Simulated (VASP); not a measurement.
Ge:

```xyz
2
Lattice="0.0000 2.8369 2.8369 2.8369 0.0000 2.8369 2.8369 2.8369 0.0000" Properties=species:S:1:pos:R:3 pbc="T T T"
Ge    0.0000    0.0000    0.0000
Ge    1.4184    1.4184    1.4184
```

Base run:

- Program: VASP 6.6.1
- Functional: PBE
- Potentials or basis: VASP PAW PBE potentials, release 64 (Ge_d)
- Cutoff: 500 eV
- k mesh: 6 × 6 × 6
- Occupations: methfessel-paxton, width 0.5 eV
- Spin: no spin polarisation

Its results: band gap on the k mesh zero (filled and empty bands touch); pressure 2.9 GPa.

The run is repeated on the same cell with these changes: occupations from methfessel-paxton, width 0.5 eV to fermi-dirac, width 0.02 eV; dispersion from none to D3(BJ). What comes out?

Band gap on the k mesh zero (filled and empty bands touch); pressure 0.8 GPa.

Caveats: pairwise dispersion overbinds metals, which lowers pressure and volume (some runs).
